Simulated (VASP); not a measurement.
# CuO (C2/c) in VASP: notebook, part 2 of 2

VASP 6.6.1. Earlier steps stand in the parts before.

## Step 3: Single point, PBEsol+U, collinear spin, ferromagnetic start

File INCAR:

```
ALGO = Normal
EDIFF = 1E-6
ENCUT = 520
GGA = PS
ISIF = 2
ISMEAR = 0
ISPIN = 2
LASPH = T
LCHARG = F
LDAU = T
LDAUJ = 0 0
LDAUL = 2 -1
LDAUPRINT = 1
LDAUTYPE = 2
LDAUU = 7 0
LMAXMIX = 4
LORBIT = 11
LREAL = F
LWAVE = F
MAGMOM = 0.71 0.71 0.71 0.71 0.35 0.35 0.35 0.35
NBANDS = 48
NELM = 150
PREC = Accurate
SIGMA = 0.05
```

File KPOINTS:

```
k-points
0
Gamma
  7 7 4
```

File POSCAR:

```
CuO
1.0
    4.6836992400      0.0000000000      0.0000000000
    4.6836992400      3.4225994400      0.0000000000
   -0.8500298600      0.0000000000      5.0578691900
Cu O
4 4
Direct
    0.0000000000      0.2500000000      0.0000000000
    0.5000000000      0.7500000000      0.5000000000
    0.0000000000      0.7500000000      0.0000000000
    0.5000000000      0.2500000000      0.5000000000
    0.5816000000      0.9184000000      0.2500000000
    0.4184000000      0.0816000000      0.7500000000
    0.5816000000      0.4184000000      0.2500000000
    0.4184000000      0.5816000000      0.7500000000
```

Potentials or basis: VASP PAW PBE potentials, release 64 (Cu, O).

Run with:

```bash
$ cat potpaw_PBE.64/Cu/POTCAR potpaw_PBE.64/O/POTCAR > POTCAR
$ mpirun -np 1 vasp_std > vasp.out
```

OUTCAR:

```text
EDIFF = 1E-6
   ENCUT = 520
   GGA = PS
   ISIF = 2
   ISMEAR = 0
   ISPIN = 2
   LASPH = T
   LORBIT = 11
   LREAL = F
   NELM = 150
   PREC = Accurate

 ion  position               nearest neighbor table
   1  0.000  0.250  0.000-   5 1.95   8 1.95   7 1.96   6 1.96
   2  0.500  0.750  0.500-   6 1.95   7 1.95   5 1.96   8 1.96
   3  0.000  0.750  0.000-   7 1.95   6 1.95   8 1.96   5 1.96
   4  0.500  0.250  0.500-   5 1.95   8 1.95   7 1.96   6 1.96
   5  0.582  0.918  0.250-   4 1.95   1 1.95   2 1.96   3 1.96
   6  0.418  0.082  0.750-   2 1.95   3 1.95   4 1.96   1 1.96
   7  0.582  0.418  0.250-   2 1.95   3 1.95   4 1.96   1 1.96
   8  0.418  0.582  0.750-   4 1.95   1 1.95   2 1.96   3 1.96

[... 2775 lines left out ...]
      3.08776      0.85565      2.52893         0.000000     -0.000000     -0.000000
      6.81304      3.14332      1.26447         0.000000      0.093211      0.000000
      1.70433      0.27928      3.79340        -0.000000     -0.093211      0.000000
      4.47119      1.43202      1.26447         0.000000      0.093211      0.000000
      4.04618      1.99058      3.79340        -0.000000     -0.093211      0.000000
 -----------------------------------------------------------------------------------
    total drift:                                0.000000     -0.000000      0.000000

  FREE ENERGIE OF THE ION-ELECTRON SYSTEM (eV)
  ---------------------------------------------------
  free  energy   TOTEN  =       -35.1622730350 eV

  energy  without entropy=      -35.1622730350  energy(sigma->0) =      -35.16227303

 total charge

# of ion       s       p       d       tot
------------------------------------------
    1        0.380   0.399   9.161   9.940
    2        0.380   0.399   9.161   9.940
    3        0.380   0.399   9.161   9.940
    4        0.380   0.399   9.161   9.940
    5        1.549   3.431   0.000   4.979
    6        1.549   3.431   0.000   4.979
    7        1.549   3.431   0.000   4.979
    8        1.549   3.431   0.000   4.979
--------------------------------------------------
tot          7.715  15.319  36.644  59.677

 magnetization (x)

# of ion       s       p       d       tot
------------------------------------------
    1       -0.002   0.003   0.713   0.714
    2       -0.002   0.003   0.713   0.714
    3       -0.002   0.003   0.713   0.714
    4       -0.002   0.003   0.713   0.714
    5        0.018   0.237   0.000   0.255
    6        0.018   0.237   0.000   0.255
    7        0.018   0.237   0.000   0.255
    8        0.018   0.237   0.000   0.255
--------------------------------------------------
tot          0.062   0.960   2.851   3.874
```

OSZICAR:

```text
N       E                     dE             d eps       ncg     rms          rms(c)
DAV:   1     0.803683840161E+03    0.80368E+03   -0.30075E+04 12256   0.231E+03
DAV:   2     0.127828010653E+03   -0.67586E+03   -0.62047E+03 11536   0.528E+02
DAV:   3    -0.272554963272E+02   -0.15508E+03   -0.14631E+03 12536   0.238E+02
DAV:   4    -0.392214617175E+02   -0.11966E+02   -0.11695E+02 14928   0.754E+01
DAV:   5    -0.394419654086E+02   -0.22050E+00   -0.22036E+00 13920   0.113E+01    0.196E+01
DAV:   6    -0.339296694051E+02    0.55123E+01   -0.38636E+01 18184   0.155E+02    0.762E+00
DAV:   7    -0.349710243244E+02   -0.10414E+01   -0.10833E+01 16448   0.535E+01    0.463E+00
DAV:   8    -0.350527909482E+02   -0.81767E-01   -0.13345E+00 18184   0.188E+01    0.314E+00
DAV:   9    -0.351224520560E+02   -0.69661E-01   -0.45810E-01 18496   0.230E+01    0.143E+00
DAV:  10    -0.351609613061E+02   -0.38509E-01   -0.14805E-01 18768   0.481E+00    0.488E-01
DAV:  11    -0.351600826942E+02    0.87861E-03   -0.22399E-02 17920   0.463E+00    0.179E-01
DAV:  12    -0.351618566572E+02   -0.17740E-02   -0.52134E-03 18272   0.104E+00    0.161E-01
DAV:  13    -0.351622073928E+02   -0.35074E-03   -0.12199E-03 20784   0.745E-01    0.652E-02
DAV:  14    -0.351622428485E+02   -0.35456E-04   -0.49224E-04 18256   0.305E-01    0.345E-02
DAV:  15    -0.351622623588E+02   -0.19510E-04   -0.59028E-05 18768   0.174E-01    0.131E-02
DAV:  16    -0.351622682040E+02   -0.58451E-05   -0.19900E-05 17208   0.558E-02    0.849E-03
DAV:  17    -0.351622722378E+02   -0.40338E-05   -0.21700E-06 11024   0.504E-02    0.606E-03
DAV:  18    -0.351622730350E+02   -0.79719E-06   -0.39079E-06 11176   0.333E-02
   1 F= -.35162273E+02 E0= -.35162273E+02  d E =-.409458E-17  mag=     4.0000
```

Run time: 11 min. Hardware: 1 thread of Intel Xeon Platinum 8488C (Sapphire Rapids), shared host; peak memory 0.5 GiB.

Results:

```
Free energy                                           : -35.1623 eV
Pressure                                              : -6.0 GPa
Largest force                                         : 0.093 eV/Å
Band gap on the k mesh                                : 0.89 eV
Net moment                                            : 4.00 μB per cell
Site moments                                          : Cu +0.71; O +0.26 μB
Valence electrons inside the program's atomic spheres : Cu 9.94; O 4.98
```

Forces on the atoms (eV/Å):
```
Cu   0.000  0.000  0.000
Cu   0.000  0.000  0.000
Cu   0.000  0.000  0.000
Cu   0.000  0.000  0.000
O    0.000  0.093  0.000
O    0.000 -0.093  0.000
O    0.000  0.093  0.000
O    0.000 -0.093  0.000
```

Stress tensor (GPa, compression positive):
```
-6.73  0.00  1.36
 0.00 -4.42  0.00
 1.36  0.00 -6.75
```

Levels at points of the mesh, in eV from the valence-band top:
Spin up:
```
           k point  band 34  band 35  band 36  band 37  band 38  band 39
(0.00, 0.00, 0.00)    -0.61    -0.15     0.00     1.78     3.87     6.55
(0.00, 0.00, 0.50)    -1.84    -0.73    -0.73     4.14     4.14     5.55
```
Spin down:
| k point | band 28 | band 29 | band 30 | band 31 | band 32 | band 33 | band 34 | band 35 | band 36 | band 37 |
| --- | --- | --- | --- | --- | --- | --- | --- | --- | --- | --- |
| (0.00, 0.00, 0.00) | -2.67 | -1.94 | -1.86 | -1.47 | -1.40 | 0.95 | 1.86 | 2.09 | 2.78 | 3.00 |
| (0.00, 0.00, 0.50) | -3.04 | -1.89 | -1.89 | -1.36 | -1.36 | 1.68 | 1.68 | 2.20 | 2.20 | 4.42 |

Eigenvalues of the final occupation matrices:
```csv
site,spin,trace,eigenvalues
site 1 d,1,4.95,0.97 0.98 0.98 0.98 1.04
site 1 d,2,4.23,0.34 0.96 0.97 0.97 0.98
site 2 d,1,4.95,0.97 0.98 0.98 0.98 1.04
site 2 d,2,4.23,0.34 0.96 0.97 0.97 0.98
site 3 d,1,4.95,0.97 0.98 0.98 0.98 1.04
site 3 d,2,4.23,0.34 0.96 0.97 0.97 0.98
site 4 d,1,4.95,0.97 0.98 0.98 0.98 1.04
site 4 d,2,4.23,0.34 0.96 0.97 0.97 0.98
```

Caveat: the cell stands under tension; the PAW data sets were made with another functional, which shifts forces and pressure a little. A k mesh can miss the band edges.

## Step 4: Single point, PBEsol+U, collinear spin

File INCAR:

```
PREC = Accurate
ENCUT = 520
EDIFF = 1E-6
ISMEAR = 0
SIGMA = 0.05
LREAL = False
LASPH = True
NELM = 150
ALGO = Normal
ISIF = 2
LWAVE = False
LCHARG = False
ISPIN = 2
MAGMOM = 0.58 -0.58 0.58 -0.58 0 0 0 0
LORBIT = 11
LMAXMIX = 4
LDAU = True
LDAUTYPE = 2
LDAUL = 2 -1
LDAUU = 7 0
LDAUJ = 0 0
LDAUPRINT = 1
GGA = PS
NBANDS = 48
KPAR = 4
```

File KPOINTS:

```
regular mesh
0
Gamma
  7 7 4
```

POSCAR is that of step 3.

Run with:

```bash
$ cat potpaw_PBE.64/Cu/POTCAR potpaw_PBE.64/O/POTCAR > POTCAR
$ mpirun -np 4 vasp_std > vasp.out
```

Wall time 4.1 min (4 MPI ranks of Oxide Virtual Turin-like, shared host); peak memory 0.49 GiB.

The run converged. Its results:

```yaml
Free_energy: -35.3184 eV
Pressure: -6.5 GPa
Largest_force: 0.091 eV/Å
Band_gap_on_the_k_mesh: 1.29 eV
Net_moment: 0.00 μB per cell
Site_moments: Cu +0.66, -0.66 (each value once); O +0.00 μB
Valence_electrons_inside_the_program's_atomic_spheres: Cu 9.95; O 4.97
```

Forces in eV/Å, atoms in the order of the input:
```
Cu   0.000  0.000  0.000
Cu   0.000  0.000  0.000
Cu   0.000  0.000  0.000
Cu   0.000  0.000  0.000
O    0.000  0.091  0.000
O    0.000 -0.091  0.000
O    0.000  0.091  0.000
O    0.000 -0.091  0.000
```

Stress tensor (GPa, compression positive):
```
-7.19  0.00  1.06
 0.00 -5.12  0.00
 1.06  0.00 -7.31
```

Levels at points of the mesh, in eV from the valence-band top:
Spin up:
```csv
k point,band 31,band 32,band 33,band 34,band 35,band 36,band 37,band 38
"(0.00, 0.00, 0.00)",-1.81,-1.45,-1.06,0.00,2.16,2.45,2.53,4.16
"(0.00, 0.00, 0.50)",-1.46,-1.39,-1.32,-0.33,1.82,2.33,4.50,4.59
```
Spin down:
```tsv
k point	band 31	band 32	band 33	band 34	band 35	band 36	band 37	band 38
(0.00, 0.00, 0.00)	-1.81	-1.45	-1.06	0.00	2.16	2.45	2.53	4.16
(0.00, 0.00, 0.50)	-1.46	-1.39	-1.32	-0.33	1.82	2.33	4.50	4.59
```

Eigenvalues of the final occupation matrices:
| site | spin | trace | eigenvalues |
| --- | --- | --- | --- |
| site 1 d | 1 | 4.93 | 0.97 0.98 0.98 0.98 1.03 |
| site 1 d | 2 | 4.26 | 0.36 0.97 0.98 0.98 0.98 |
| site 2 d | 1 | 4.26 | 0.36 0.97 0.98 0.98 0.98 |
| site 2 d | 2 | 4.93 | 0.97 0.98 0.98 0.98 1.03 |
| site 3 d | 1 | 4.93 | 0.97 0.98 0.98 0.98 1.03 |
| site 3 d | 2 | 4.26 | 0.36 0.97 0.98 0.98 0.98 |
| site 4 d | 1 | 4.26 | 0.36 0.97 0.98 0.98 0.98 |
| site 4 d | 2 | 4.93 | 0.97 0.98 0.98 0.98 1.03 |

Caveat: the cell stands under tension; the PAW data sets were made with another functional, which shifts forces and pressure a little. A k mesh can miss the band edges.
